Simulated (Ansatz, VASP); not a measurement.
## One calculation of Li2O, two programs

```
CELL_PARAMETERS angstrom
0.00000 2.27231 2.27231
2.27231 0.00000 2.27231
2.27231 2.27231 0.00000
ATOMIC_POSITIONS crystal
Li 0.25000 0.25000 0.25000
Li 0.75000 0.75000 0.75000
O 0.00000 0.00000 0.00000
```

Alike in both runs: task single point; functional revPBE; dispersion D3(BJ); k mesh 8 × 8 × 8; occupations gaussian, width 0.05 eV; no spin polarisation.

```csv
,VASP,Ansatz
version,VASP 6.6.1,Ansatz 0.2.0
potentials or method,"VASP PAW PBE potentials, release 64 (Li_sv, O), cutoff 750 eV","scalar-relativistic, plane waves, PAW"
valence electrons in the cell,12,12
```

```csv
,VASP,Ansatz,Ansatz less VASP
gap on the k mesh at the Fermi level (eV),5.18,5.19,+0.016
least direct gap on the mesh (eV),5.70,5.70,0.000
pressure (GPa),-3.9,-3.7,+0.22
```

VASP's potentials were made for PBE, not for revPBE.
